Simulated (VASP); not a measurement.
Write the native input for VASP 6.6.1 that does the following.

```yaml
Task: single point
Functional: PBE
Potentials_or_basis: VASP PAW PBE potentials, release 64 (Sn_d, Te)
Cutoff: 520 eV
k_mesh: 10 × 10 × 10
Occupations: gaussian, width 0.03 eV
Spin: no spin polarisation
Dipole_correction: no
Further_INCAR_settings: ALGO = Normal; EDIFF = 1e-06; NBANDS = 17
```

The structure of SnTe lies in POSCAR:

```
SnTe
1.0
    0.7694115246      3.5843317368      3.5843317368
    3.5843317368      0.7694115246      3.5843317368
    3.5843317368      3.5843317368      0.7694115246
Sn Te
1 1
Direct
    0.0000000000      0.0000000000      0.0000000000
    0.5000000000      0.5000000000      0.5000000000
```

This cell differs from its parent crystal: ratio of the length along [111] to the lengths across it x 1.41, volume and fractional coordinates fixed.

One way to write it, as run:

INCAR

```
SYSTEM = SnTe
ALGO = Normal ; EDIFF = 1E-6
ENCUT = 520 ; GGA = PE
ISIF = 2 ; ISMEAR = 0
LASPH = .TRUE. ; LCHARG = .TRUE.
LELF = .TRUE. ; LREAL = .FALSE.
LVHAR = .TRUE. ; LWAVE = .FALSE.
NBANDS = 17 ; NELM = 100
PREC = Accurate ; SIGMA = 0.03
```

KPOINTS

```
k-points
0
G
  10 10 10
  0 0 0
```

Potentials or basis: VASP PAW PBE potentials, release 64 (Sn_d, Te).

Launch:

```console
$ cat potpaw_PBE.64/Sn_d/POTCAR potpaw_PBE.64/Te/POTCAR > POTCAR
$ mpirun -np 1 vasp_std > vasp.out
```

Results of the run:

```yaml
Pressure: -0.7 GPa
Band_gap_on_the_k_mesh: zero (band 10 reaches 8.01 eV, above the bottom of band 11 at 5.58 eV)
```

Caveat: spin-orbit coupling is left out, which moves the levels of the heavy elements.

Wall time 2.1 min on 1 thread of Intel(R) Xeon(R) Platinum 8259CL CPU @ 2.50GHz (Skylake/Cascade Lake) (shared host), peak memory 0.33 GiB.
